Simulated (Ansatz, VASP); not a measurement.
**MgS: VASP beside Ansatz**

```xyz
2
Lattice="0.0000 2.6016 2.6016 2.6016 0.0000 2.6016 2.6016 2.6016 0.0000" Properties=species:S:1:pos:R:3 pbc="T T T"
Mg    0.0265    0.0265    0.0000
S     2.6016    2.6016    2.6016
```

Change from the starting cell: all Mg atoms moved +0.037 Å, as atom 1 along Cartesian [1 1 0].

Alike in both runs: task single point; functional PBEsol; k mesh 8 × 8 × 8; occupations gaussian, width 0.05 eV; no spin polarisation.

|  | VASP | Ansatz |
| --- | --- | --- |
| version | VASP 6.6.1 | Ansatz 0.2.0 |
| potentials or method | VASP PAW PBE potentials, release 64 (Mg, S), cutoff 520 eV | scalar-relativistic, plane waves, PAW |
| valence electrons in the cell | 8 | 16 |

|  | VASP | Ansatz | Ansatz less VASP |
| --- | --- | --- | --- |
| gap on the k mesh at the Fermi level (eV) | 2.70 | 2.70 | -0.002 |
| least direct gap on the mesh (eV) | 3.59 | 3.59 | +0.001 |
| pressure (GPa) | -1.1 | -0.9 | +0.22 |
| traceless stress, the component that is largest in VASP (GPa) | -0.06 | -0.06 | 0.000 |
| rms of the force components (eV/Å) | 0.061 | 0.061 | -0.0001 |

VASP's potentials were made for PBE, not for PBEsol. Atom by atom the forces differ by 0.000 eV/Å (rms over components). The functional is the same, so the differences come from potentials, cutoffs and numerics. VASP's potentials hold 8 valence electrons a cell and Ansatz's 16, so a difference there can come from the potentials and not from the codes.
